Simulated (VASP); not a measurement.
Write the native input for VASP 6.6.1 that does the following.

```yaml
Task: single point
Functional: PBEsol
Potentials_or_basis: VASP PAW PBE potentials, release 64 (Zn, In_d, Ga_d, O)
Cutoff: 520 eV
k_mesh: 12 × 12 × 12
Occupations: gaussian, width 0.02 eV
Spin: no spin polarisation
Dipole_correction: no
Further_INCAR_settings: ALGO = Normal; EDIFF = 1e-06; NBANDS = 40
```

The structure of ZnInGaO4 lies in POSCAR:

```
ZnInGaO4
1.0
    1.6073342056      0.9279948363      8.3051911824
   -1.6073342056      0.9279948363      8.3051911824
    0.0000000000     -1.8559896725      8.3051911824
Zn In Ga O
1 1 1 4
Direct
    0.2185427250      0.2185427250      0.2185427250
    0.0025823890      0.0025823890      0.0025823890
    0.7874076267      0.7874076267      0.7874076267
    0.2944987861      0.2944987861      0.2944987861
    0.7113707847      0.7113707847      0.7113707847
    0.1211056731      0.1211056731      0.1211056731
    0.8644930155      0.8644930155      0.8644930155
```

The input as run:

INCAR

```
SYSTEM = ZnInGaO4
ALGO = Normal
EDIFF = 1E-6
ENCUT = 520
GGA = PS
ISIF = 2
ISMEAR = 0
LASPH = .TRUE.
LCHARG = .FALSE.
LREAL = .FALSE.
LWAVE = .FALSE.
NBANDS = 40
NELM = 60
PREC = Accurate
SIGMA = 0.02
```

KPOINTS

```
k-points
0
G
  12 12 12
  0 0 0
```

Potentials or basis: VASP PAW PBE potentials, release 64 (Zn, In_d, Ga_d, O).

Run with:

```console
$ cat potpaw_PBE.64/Zn/POTCAR potpaw_PBE.64/In_d/POTCAR potpaw_PBE.64/Ga_d/POTCAR potpaw_PBE.64/O/POTCAR > POTCAR
$ mpirun -np 1 vasp_std > vasp.out
```

Results of the run:

```yaml
Pressure: 20.9 GPa
Largest_force: 0.039 eV/Å
Band_gap_on_the_k_mesh: 1.53 eV
```

Caveat: the cell stands under pressure; the PAW data sets were made with another functional, which shifts forces and pressure a little; spin-orbit coupling is left out, which moves the levels of the heavy elements.

It took 55 min on 1 thread of Intel(R) Xeon(R) Platinum 8259CL CPU @ 2.50GHz (Skylake/Cascade Lake), on a shared host, peak memory 0.93 GiB.
